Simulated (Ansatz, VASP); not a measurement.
This is a calculation of CdF for VASP 6.6.1.

The input INCAR:

```
SYSTEM = CdF
  PREC = Accurate
  ENCUT = 520
  EDIFF = 1E-6
  ISMEAR = -1
  SIGMA = 0.05
  LREAL = .False.
  LASPH = .True.
  NELM = 80
  ALGO = Normal
  ISIF = 2
  LWAVE = .False.
  LCHARG = .True.
  GGA = PE
  LELF = .True.
  LVHAR = .True.
  NBANDS = 16
```

The input KPOINTS:

```
Automatic mesh
0
Gamma
  9 9 9
  0 0 0
```

File POSCAR:

```
CdF
1.0
    0.0000000000      2.5479646507      2.5479646507
    2.5479646507      0.0000000000      2.5479646507
    2.5479646507      2.5479646507      0.0000000000
Cd F
1 1
Direct
    0.0000000000      0.0000000000      0.0000000000
    0.5000000000      0.5000000000      0.5000000000
```

Potentials or basis: VASP PAW PBE potentials, release 64 (Cd, F).

Run with:

```console
$ cat potpaw_PBE.64/Cd/POTCAR potpaw_PBE.64/F/POTCAR > POTCAR
$ mpirun -np 1 vasp_std > vasp.out
```

Problem. Set up the same calculation for Ansatz 0.2.0. Potentials there: all-electron LAPW, scalar-relativistic.

Solution. As run (the cutoff follows the program's own potentials):

File input.yaml:

```yaml
crystal:
  lattice:
    - [0.0, 2.5479646507, 2.5479646507]
    - [2.5479646507, 0.0, 2.5479646507]
    - [2.5479646507, 2.5479646507, 0.0]
  atoms:
    - { symbol: Cd, position: [0.0, 0.0, 0.0] }
    - { symbol: F, position: [0.5, 0.5, 0.5] }
kpoints:
  mp_grid: { grid: [9, 9, 9] }
scf:
  occupations: { method: fermi_dirac, width: 0.05 }
hamiltonian:
  xc: pbe
  pseudopotentials: { kind: all_electron, lapw: { basis_error: 0.0005 } }
output:
  forces: true
  stress: true
  eigenvalues: true
```

Potentials or basis: all-electron LAPW, scalar-relativistic.

Command:

```sh
$ ansatz run input.yaml --threads 1 --pin off --max-ram 3072MiB --backend cpu --events-out ev --progress --plain --runs-dir out
```

Both were run:

|  | VASP | Ansatz | Ansatz less VASP |
| --- | --- | --- | --- |
| gap on the k mesh at the Fermi level (eV) | none | none | - |
| pressure (GPa) | 3.1 | 2.9 | -0.21 |

A gap of «none» marks a metal or a gap that the smearing closes. Ansatz ran all-electron here, and VASP with PAW potentials.
